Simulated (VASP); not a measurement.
# CaPd2S2 (P-3m1) in VASP: single point with r2SCAN+U

Aim: the single point of CaPd2S2 with r2SCAN+U.

Everything below comes from runs of VASP 6.6.1. Logs are shortened: lines on timing, memory, paths and dates and some standing lists are left out, and cuts for length are marked.

## (1) The cell of the first run

It takes space group P-3m1 (No. 164, trigonal). Conventional cell: a = 3.974 Å, b = 3.974 Å, c = 6.747 Å, α = 90.00°, β = 90.00°, γ = 120.00°. Within 3.5 Å of Pd (site symmetry 3m) lie 4 S at 2.47 to 2.58 Å and 3 Pd at 2.83 Å and 3 Ca at 3.43 Å. Within 3.7 Å of Ca (site symmetry -3m) lie 6 S at 2.81 Å and 6 Pd at 3.43 Å. Within 3.3 Å of S (site symmetry 3m) lie 4 Pd at 2.47 to 2.58 Å and 3 Ca at 2.81 Å.

## (2) Single point, r2SCAN+U

File POSCAR:

```
CaPd2S2
1.0
    1.9871638702      3.4418687861      0.0000000000
   -1.9871638702      3.4418687861      0.0000000000
    0.0000000000      0.0000000000      6.7465111694
Pd Ca S
2 1 2
Direct
    0.3333333333      0.3333333333      0.3771969055
    0.6666666667      0.6666666667      0.6228030945
    0.0000000000      0.0000000000      0.0000000000
    0.3333333333      0.3333333333      0.7594658564
    0.6666666667      0.6666666667      0.2405341436
```

File INCAR.step1:

```
SYSTEM = CaPd2S2
ALGO = Normal
EDIFF = 1E-4
ENCUT = 520
GGA = PE
ISMEAR = 0
LASPH = .TRUE.
LCHARG = .FALSE.
LDAU = .TRUE.
LDAUJ = 0 0 0
LDAUL = 2 -1 -1
LDAUTYPE = 2
LDAUU = 3.38 0 0
LMAXMIX = 4
LREAL = .FALSE.
LWAVE = .TRUE.
NBANDS = 29
NELM = 150
PREC = Accurate
SIGMA = 0.0766
```

File INCAR.step2:

```
SYSTEM = CaPd2S2
ALGO = Normal
EDIFF = 1E-6
ENCUT = 520
ISIF = 2
ISMEAR = 0
ISTART = 1
LASPH = .TRUE.
LCHARG = .FALSE.
LDAU = .TRUE.
LDAUJ = 0 0 0
LDAUL = 2 -1 -1
LDAUPRINT = 1
LDAUTYPE = 2
LDAUU = 3.38 0 0
LMAXMIX = 4
LMIXTAU = .TRUE.
LREAL = .FALSE.
LWAVE = .FALSE.
METAGGA = R2SCAN
NBANDS = 29
NELM = 150
PREC = Accurate
SIGMA = 0.0766
```

File KPOINTS:

```
k-points
0
G
  8 8 5
  0 0 0
```

Potentials or basis: VASP PAW PBE potentials, release 64 (Pd, Ca_sv, S).

The run is started by

```bash
$ cat potpaw_PBE.64/Pd/POTCAR potpaw_PBE.64/Ca_sv/POTCAR potpaw_PBE.64/S/POTCAR > POTCAR
$ cp INCAR.step1 INCAR
$ mpirun -np 1 vasp_std > vasp.out
$ cp INCAR.step2 INCAR
$ mpirun -np 1 vasp_std > vasp.out
```

OUTCAR:

```text
SYSTEM = CaPd2S2
   EDIFF = 1E-6
   ENCUT = 520
   ISIF = 2
   ISMEAR = 0
   ISTART = 1
   LASPH = .TRUE.
   LREAL = .FALSE.
   METAGGA = R2SCAN
   NELM = 150
   PREC = Accurate

 ion  position               nearest neighbor table
   1  0.333  0.333  0.377-   5 2.47   5 2.47   5 2.47   4 2.58   2 2.83   2 2.83   2 2.83
   2  0.667  0.667  0.623-   4 2.47   4 2.47   4 2.47   5 2.58   1 2.83   1 2.83   1 2.83
   3  0.000  0.000  0.000-   4 2.81   5 2.81   5 2.81   5 2.81   4 2.81   4 2.81
   4  0.333  0.333  0.759-   2 2.47   2 2.47   2 2.47   1 2.58   3 2.81   3 2.81   3 2.81
   5  0.667  0.667  0.241-   1 2.47   1 2.47   1 2.47   2 2.58   3 2.81   3 2.81   3 2.81

  LATTYP: Found a hexagonal cell.
 ALAT       =     3.9743277404
 C/A-ratio  =     1.6975226026

  Lattice vectors:

 A1 = (   1.9871638702,  -3.4418687861,   0.0000000000)
 A2 = (   1.9871638702,   3.4418687861,   0.0000000000)
 A3 = (   0.0000000000,   0.0000000000,   6.7465111694)

Analysis of symmetry for initial positions (statically):
=====================================================================
 Subroutine PRICEL returns:
 Original cell was already a primitive cell.

 Routine SETGRP: Setting up the symmetry group for a
 hexagonal supercell.

 Subroutine GETGRP returns: Found 12 space group operations
 (whereof 12 operations were pure point group operations)
 out of a pool of 24 trial point group operations.

The static configuration has the point symmetry D_3d.

Analysis of symmetry for dynamics (positions and initial velocities):
=====================================================================
 Subroutine PRICEL returns:
 Original cell was already a primitive cell.

 Routine SETGRP: Setting up the symmetry group for a
 hexagonal supercell.

 Subroutine GETGRP returns: Found 12 space group operations
 (whereof 12 operations were pure point group operations)
 out of a pool of 24 trial point group operations.

The dynamic configuration has the point symmetry D_3d.

 Subroutine INISYM returns: Found 12 space group operations
 (whereof 12 operations are pure point group operations),
[... 183 lines left out ...]

  0.9253 -0.0000  0.0000 -0.0119 -0.0000
 -0.0000  0.8477  0.0000  0.0000 -0.0119
  0.0000  0.0000  0.9275  0.0000 -0.0000
 -0.0119  0.0000  0.0000  0.8477 -0.0000
 -0.0000 -0.0119 -0.0000 -0.0000  0.9253

spin component  2

  0.9253 -0.0000  0.0000 -0.0119 -0.0000
 -0.0000  0.8477  0.0000  0.0000 -0.0119
  0.0000  0.0000  0.9275  0.0000 -0.0000
 -0.0119  0.0000  0.0000  0.8477 -0.0000
 -0.0000 -0.0119 -0.0000 -0.0000  0.9253

 occupancies and eigenvectors

  o =  0.8459  v =  0.0000 -0.9889 -0.0000  0.0000 -0.1483  0.0000  0.0000  0.0000  0.0000  0.0000      0.0000  0.0000  0.0000  0.0000  0.0000  0.0000  0.0000  0.0000  0.0000  0.0000
  o =  0.8459  v =  0.0000  0.0000  0.0000  0.0000  0.0000  0.0000 -0.9889 -0.0000  0.0000 -0.1483      0.0000  0.0000  0.0000  0.0000  0.0000  0.0000  0.0000  0.0000  0.0000  0.0000
  o =  0.8459  v =  0.0000  0.0000  0.0000  0.0000  0.0000 -0.1483 -0.0000 -0.0000 -0.9889 -0.0000      0.0000  0.0000  0.0000  0.0000  0.0000  0.0000  0.0000  0.0000  0.0000  0.0000
  o =  0.8459  v = -0.1483 -0.0000 -0.0000 -0.9889 -0.0000  0.0000  0.0000  0.0000  0.0000  0.0000      0.0000  0.0000  0.0000  0.0000  0.0000  0.0000  0.0000  0.0000  0.0000  0.0000
  o =  0.9271  v =  0.0000  0.1483 -0.0000 -0.0000 -0.9889  0.0000  0.0000  0.0000  0.0000  0.0000      0.0000  0.0000  0.0000  0.0000  0.0000  0.0000  0.0000  0.0000  0.0000  0.0000
  o =  0.9271  v =  0.0000  0.0000  0.0000  0.0000  0.0000  0.0000  0.1483 -0.0000 -0.0000 -0.9889      0.0000  0.0000  0.0000  0.0000  0.0000  0.0000  0.0000  0.0000  0.0000  0.0000
  o =  0.9271  v =  0.9889 -0.0000  0.0000 -0.1483  0.0000  0.0000  0.0000  0.0000  0.0000  0.0000      0.0000  0.0000  0.0000  0.0000  0.0000  0.0000  0.0000  0.0000  0.0000  0.0000
  o =  0.9271  v =  0.0000  0.0000  0.0000  0.0000  0.0000  0.9889 -0.0000  0.0000 -0.1483  0.0000      0.0000  0.0000  0.0000  0.0000  0.0000  0.0000  0.0000  0.0000  0.0000  0.0000
  o =  0.9275  v =  0.0000  0.0000  0.0000  0.0000  0.0000 -0.0000 -0.0000 -1.0000  0.0000  0.0000      0.0000  0.0000  0.0000  0.0000  0.0000  0.0000  0.0000  0.0000  0.0000  0.0000
  o =  0.9275  v = -0.0000 -0.0000 -1.0000  0.0000  0.0000  0.0000  0.0000  0.0000  0.0000  0.0000      0.0000  0.0000  0.0000  0.0000  0.0000  0.0000  0.0000  0.0000  0.0000  0.0000

 number of electron      42.0000000 magnetization

 Free energy of the ion-electron system (eV)
  ---------------------------------------------------
  ext. energy  EPLUGINS =         0.00000000
  ---------------------------------------------------
  free energy    TOTEN  =       -69.91968907 eV

  energy without entropy =      -69.90330541  energy(sigma->0) =      -69.91149724

 E-fermi :   6.1299     XC(G=0): -11.3914

 val. band max:        6.0909174586   @ k =   0.2500   0.1250   0.4000
 cond. band min:       6.1355741191   @ k =   0.1250   0.1250   0.4000
 fundamental gap:      0.0446566605
 Fermi energy:         6.1298749207

 k-point     1 :       0.0000    0.0000    0.0000
  band No.  band energies     occupation
      1     -35.8557      2.00000
      2     -16.1099      2.00000
      3     -15.9812      2.00000
      4     -15.9812      2.00000
      5      -8.1278      2.00000
      6      -7.5008      2.00000
[... 757 lines left out ...]
     28      11.9575      0.00000
     29      13.1135      0.00000

 [... further k-points ...]
[... 5 lines left out ...]
  --------------------------------------------------------------------------------------
  -------------------------------------------------------------------------------------
  Total       -1.3713221     -1.3713221     -1.0842059      0.0000000      0.0000000      0.0000000
  in kB      -23.8074477    -23.8074477    -18.8228384      0.0000000      0.0000000      0.0000000
  external PRESSURE =     -22.1459113 kB  Pullay stress =       0.0000000 kB

 VOLUME and BASIS-vectors are now :
 -----------------------------------------------------------------------------
  energy-cutoff  :      520.00
  volume of cell :       92.29
      direct lattice vectors                 reciprocal lattice vectors
     1.987163870  3.441868786  0.000000000     0.251614881  0.145269919  0.000000000
    -1.987163870  3.441868786  0.000000000    -0.251614881  0.145269919  0.000000000
     0.000000000  0.000000000  6.746511169     0.000000000  0.000000000  0.148224760

 POSITION                                       TOTAL-FORCE (eV/Angst)
 -----------------------------------------------------------------------------------
      0.00000      2.29458      2.54476        -0.000000     -0.000000      0.048066
      0.00000      4.58916      4.20175         0.000000      0.000000     -0.048066
      0.00000      0.00000      0.00000        -0.000000     -0.000000      0.000000
      0.00000      2.29458      5.12374        -0.000000     -0.000000     -0.342573
      0.00000      4.58916      1.62277        -0.000000      0.000000      0.342573
 -----------------------------------------------------------------------------------
    total drift:                                0.000000      0.000000     -0.000000

  FREE ENERGIE OF THE ION-ELECTRON SYSTEM (eV)
  ---------------------------------------------------
  free  energy   TOTEN  =       -69.9196890674 eV

  energy  without entropy=      -69.9033054147  energy(sigma->0) =      -69.91149724
```

It took 13 min on 1 thread of Intel Xeon 8259CL, shared host; peak memory 0.28 GiB.

What came out:

| Item | Value |
| --- | --- |
| Free energy | -69.9197 eV |
| Pressure | -2.2 GPa |
| Largest force | 0.343 eV/Å |
| Band gap on the k mesh | zero (bands 21 and 22 overlap by 0.61 eV) |

Forces on the atoms (eV/Å):
```
Pd   0.000  0.000  0.048
Pd   0.000  0.000 -0.048
Ca   0.000  0.000  0.000
S    0.000  0.000 -0.343
S    0.000  0.000  0.343
```

Levels at points of the mesh, in eV from the Fermi level:
| k point | band 17 | band 18 | band 19 | band 20 | band 21 | band 22 | band 23 | band 24 | band 25 | band 26 |
| --- | --- | --- | --- | --- | --- | --- | --- | --- | --- | --- |
| (0.00, 0.00, 0.00) | -2.02 | -0.10 | -0.10 | 0.19 | 0.46 | 0.46 | 1.76 | 3.58 | 4.06 | 4.15 |
| (0.50, 0.00, 0.00) | -2.16 | -1.80 | -1.62 | -1.53 | -1.35 | 0.03 | 3.41 | 4.40 | 5.32 | 5.77 |

Eigenvalues of the final occupation matrices:
| site | spin | trace | eigenvalues |
| --- | --- | --- | --- |
| site 1 d | 1 | 4.47 | 0.85 0.85 0.93 0.93 0.93 |
| site 1 d | 2 | 4.47 | 0.85 0.85 0.93 0.93 0.93 |
| site 2 d | 1 | 4.47 | 0.85 0.85 0.93 0.93 0.93 |
| site 2 d | 2 | 4.47 | 0.85 0.85 0.93 0.93 0.93 |

Caveat: the PAW data sets were made with another functional, which shifts forces and pressure a little; U without spin polarisation on a metal has little footing.

The gap in the log of VASP goes by the Fermi energy; the results here count the filled bands.